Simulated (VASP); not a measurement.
# Si3H2C4 in VASP: a series of runs, part 2 of 2

VASP 6.6.1. The steps go on from the part before.

**3. Single point, LDA**

INCAR

```
SYSTEM = Si3H2C4
  PREC = Accurate
  ENCUT = 520
  EDIFF = 1E-6
  ISMEAR = 0
  SIGMA = 0.05
  LREAL = Auto
  LASPH = .TRUE.
  NELM = 60
  ALGO = Normal
  ISIF = 2
  LWAVE = .FALSE.
  LCHARG = .TRUE.
  LDIPOL = .TRUE.
  IDIPOL = 3
  DIPOL = 0.5 0.5 0.350
  LELF = .TRUE.
  LVHAR = .TRUE.
  LVACPOTAV = .TRUE.
  NBANDS = 45
```

KPOINTS

```
regular mesh
0
G
  4 8 1
  0 0 0
```

POSCAR

```
Si3H2C4
1.0
    6.1223116280      0.0000000000      0.0000000000
    0.0000000000      3.0611558140      0.0000000000
    0.0000000000      0.0000000000     19.9960979072
C Si H
8 6 4
Direct
    0.5000000000      0.5000000000      0.2326656844
    0.0000000000      0.5000000000      0.2326656844
    0.7500000000      0.0000000000      0.3409150060
    0.2500000000      0.0000000000      0.3409150060
   -0.0156660496      0.5000000000      0.4581406357
    0.5110319955      0.5000000000      0.4387544637
    0.3908269138      0.0000000000      0.5244237357
    0.5948146579      0.0000000000      0.5598806535
    0.2500000000      0.5000000000      0.2867903452
    0.7500000000      0.5000000000      0.2867903452
    0.5033838189      0.0000000000      0.3900902658
   -0.0086416448      0.0000000000      0.3990560739
    0.7065732014      0.5000000000      0.5136151283
    0.2629028814      0.5000000000      0.4944976564
    0.5000000000      0.2236746754      0.1987605550
    0.5000000000      0.7763253246      0.1987605550
    0.0000000000      0.7759774367      0.1986431602
    0.0000000000      0.2240225633      0.1986431602
```

Potentials or basis: VASP PAW LDA potentials, release 64 (C, Si, H).

Run with:

```sh
cat potpaw_LDA.64/C/POTCAR potpaw_LDA.64/Si/POTCAR potpaw_LDA.64/H/POTCAR > POTCAR
mpirun -np 1 vasp_std > vasp.out
```

OUTCAR:

```text
SYSTEM = Si3H2C4
   PREC = Accurate
   ENCUT = 520
   EDIFF = 1E-6
   ISMEAR = 0
   LREAL = Auto
   LASPH = .TRUE.
   NELM = 60
   ISIF = 2

 ion  position               nearest neighbor table
   1  0.500  0.500  0.233-  15 1.08  16 1.08   9 1.87  10 1.87
   2  0.000  0.500  0.233-  17 1.08  18 1.08   9 1.87  10 1.87
   3  0.750  0.000  0.341-  11 1.80  10 1.87  10 1.87  12 1.88
   4  0.250  0.000  0.341-  11 1.84   9 1.87   9 1.87  12 1.96
   5  0.984  0.500  0.458-  14 1.85  12 1.93  12 1.93  13 2.03
   6  0.511  0.500  0.439-  11 1.81  11 1.81  14 1.88  13 1.92
   7  0.391  0.000  0.524-   8 1.44  14 1.82  14 1.82  13 2.48  13 2.48
   8  0.595  0.000  0.560-   7 1.44  13 1.91  13 1.91
   9  0.250  0.500  0.287-   4 1.87   4 1.87   1 1.87   2 1.87  11 3.00  11 3.00  10 3.06  10 3.06
                            12 3.14  12 3.14
[... 918 lines left out ...]

 VOLUME and BASIS-vectors are now :
 -----------------------------------------------------------------------------
  energy-cutoff  :      520.00
  volume of cell :      374.75
      direct lattice vectors                 reciprocal lattice vectors
     6.122311628  0.000000000  0.000000000     0.163336998  0.000000000  0.000000000
     0.000000000  3.061155814  0.000000000     0.000000000  0.326673995  0.000000000
     0.000000000  0.000000000 19.996097907     0.000000000  0.000000000  0.050009757

 POSITION                                       TOTAL-FORCE (eV/Angst)
 -----------------------------------------------------------------------------------
      3.06116      1.53058      4.65241         0.004367      0.000000      0.797931
      0.00000      1.53058      4.65241         0.000085      0.000000      0.580564
      4.59173      0.00000      6.81697         1.097557      0.000000     -1.015508
      1.53058      0.00000      6.81697        -1.118126      0.000000      0.182130
      6.02640      1.53058      9.16103         0.009546      0.000000      0.029483
      3.12870      1.53058      8.77338         0.014350      0.000000     -0.014576
[... 10 lines left out ...]
      0.00000      2.37539      3.97209         0.005419      0.035803     -0.029977
      0.00000      0.68577      3.97209         0.005419     -0.035803     -0.029977
 -----------------------------------------------------------------------------------
    total drift:                               -0.003409      0.000000     -0.012043

  FREE ENERGIE OF THE ION-ELECTRON SYSTEM (eV)
  ---------------------------------------------------
  free  energy   TOTEN  =      -127.9988418401 eV

  energy  without entropy=     -127.9973277526  energy(sigma->0) =     -127.99808480

 vacuum level on the upper side and lower side of the slab         6.048         4.267
```

Wall time 14 min (1 thread of AMD EPYC 7R43 (Zen 3), shared host); peak memory 0.37 GiB.

Results:

```yaml
Free_energy: -127.9988 eV
Largest_force: 4.779 eV/Å
Band_gap_on_the_k_mesh: zero (bands 30 and 31 overlap by 0.06 eV)
```

Forces on the atoms (eV/Å):
```
C    0.004  0.000  0.798
C    0.000  0.000  0.581
C    1.098  0.000 -1.016
C   -1.118  0.000  0.182
C    0.010  0.000  0.029
C    0.014  0.000 -0.015
C   -0.063  0.000  4.778
C    0.057  0.000 -3.943
Si  -0.519  0.000 -0.593
Si   0.514  0.000 -0.664
Si   0.013  0.000 -0.004
Si  -0.010  0.000 -0.009
Si   0.013  0.000 -0.023
Si  -0.017  0.000  0.013
H   -0.002 -0.035 -0.028
H   -0.002  0.035 -0.028
H    0.005  0.036 -0.030
H    0.005 -0.036 -0.030
```

**4. Single point, LDA**

INCAR

```
  PREC = Accurate
  ENCUT = 520
  EDIFF = 1E-6
  ISMEAR = 0
  SIGMA = 0.05
  LREAL = Auto
  LASPH = T
  NELM = 100
  ALGO = Normal
  ISIF = 2
  LWAVE = F
  LCHARG = T
  LDIPOL = T
  IDIPOL = 3
  DIPOL = 0.5 0.5 0.351
  LELF = T
  LVHAR = T
  LVACPOTAV = T
  NBANDS = 45
```

KPOINTS

```
regular mesh
0
Gamma
  4 8 1
```

POSCAR

```
Si3H2C4
1.0
    6.1223116280      0.0000000000      0.0000000000
    0.0000000000      3.0611558140      0.0000000000
    0.0000000000      0.0000000000     19.9960979072
C Si H
8 6 4
Direct
    0.5000000000      0.5000000000      0.2326656844
    0.0000000000      0.5000000000      0.2326656844
    0.7500000000      0.0000000000      0.3409150060
    0.2500000000      0.0000000000      0.3409150060
   -0.0146276640      0.5000000000      0.4604005322
    0.5101041042      0.5000000000      0.4418209884
    0.3898163069      0.0000000000      0.5313750920
    0.5937571883      0.0000000000      0.5668320098
    0.2500000000      0.5000000000      0.2867903452
    0.7500000000      0.5000000000      0.2867903452
    0.5034353474      0.0000000000      0.3917375218
   -0.0085132968      0.0000000000      0.4003324362
    0.7055252455      0.5000000000      0.5173207149
    0.2640699740      0.5000000000      0.4980891588
    0.5000000000      0.2236746754      0.1987605550
    0.5000000000      0.7763253246      0.1987605550
    0.0000000000      0.7759774367      0.1986431602
    0.0000000000      0.2240225633      0.1986431602
```

Run with:

```sh
cat potpaw_LDA.64/C/POTCAR potpaw_LDA.64/Si/POTCAR potpaw_LDA.64/H/POTCAR > POTCAR
mpirun -np 1 vasp_std > vasp.out
```

It took 16 min on 1 thread of AMD EPYC 7R43 (Zen 3), shared host; peak memory 0.38 GiB.

It converged, with:

```yaml
Free_energy: -128.0368 eV
Largest_force: 4.411 eV/Å
Band_gap_on_the_k_mesh: zero (bands 30 and 31 overlap by 0.31 eV)
```

Forces in eV/Å, atoms in the order of the input:
```
C    0.006  0.000  0.796
C   -0.001  0.000  0.597
C    0.911  0.000 -0.490
C   -0.919  0.000  0.546
C   -0.012  0.000  0.017
C    0.001  0.000 -0.016
C   -0.059  0.000  4.170
C    0.046  0.000 -4.411
Si  -0.480  0.000 -0.506
Si   0.476  0.000 -0.590
Si   0.002  0.000  0.003
Si   0.007  0.000  0.004
Si   0.031  0.000 -0.004
Si  -0.016  0.000  0.001
H   -0.001 -0.036 -0.030
H   -0.001  0.036 -0.030
H    0.004  0.035 -0.028
H    0.004 -0.035 -0.028
```

Levels at points of the mesh, in eV from the Fermi level:
```csv
k point,band 26,band 27,band 28,band 29,band 30,band 31,band 32,band 33,band 34,band 35
"(0.00, 0.00, 0.00)",-2.30,-1.90,-1.84,-1.58,-0.10,0.22,1.01,2.31,2.61,2.97
"(0.50, 0.00, 0.00)",-2.70,-2.13,-1.84,-1.83,0.06,0.24,2.22,2.58,2.71,3.22
"(0.00, 0.50, 0.00)",-2.90,-2.55,-2.37,-2.18,-1.91,-0.24,1.18,2.00,2.98,3.06
"(0.50, 0.50, 0.00)",-4.06,-3.65,-3.43,-2.54,-2.46,0.37,2.05,2.21,2.73,3.07
```

**5. The runs side by side**

```tsv
cell	gap on the mesh (eV)	largest force (eV/Å)
as given, atomic positions A	none	2.58
as given, atomic positions B	none	4.78
as given, atomic positions C	none	4.41
```

Alike in all rows: task single point; level LDA; potentials or basis VASP PAW LDA potentials, release 64 (C, Si, H); no spin polarisation; k mesh 4 × 8 × 1; cutoff (eV) 520; smearing gaussian 0.05 eV.

Total energies depend on the potentials used, so only differences within one code and one set of settings carry meaning.
